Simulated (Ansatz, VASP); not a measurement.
InAs: VASP beside Ansatz

```
In As
1.0
     0.00000    3.04698    3.00058
     3.04698    0.00000    3.00058
     3.04698    3.04698    0.00000
In As
1 1
Direct
  0.00000 0.00000 0.00000
  0.75000 0.75000 0.75000
```

Change from the starting cell: strain -0.015 along x and y, -0.030 along z, atoms carried along.

Alike in both runs: task single point; functional PBE; k mesh 16 × 16 × 16; occupations gaussian, width 0.15 eV; no spin polarisation.

```csv
,VASP,Ansatz
version,VASP 6.6.1,Ansatz 0.2.0
potentials or method,"VASP PAW PBE potentials, release 64 (In_d, As), cutoff 520 eV","scalar-relativistic, plane waves, PAW"
valence electrons in the cell,18,28
```

```csv
,VASP,Ansatz,Ansatz less VASP
gap on the k mesh at the Fermi level (eV),none,none,-
pressure (GPa),3.4,3.4,-0.06
"traceless stress, the component that is largest in VASP (GPa)",0.32,0.32,+0.001
```

A gap of «none» marks a metal or a gap that the smearing closes. VASP's potentials hold 18 valence electrons a cell and Ansatz's 28, so a difference there can come from the potentials and not from the codes.
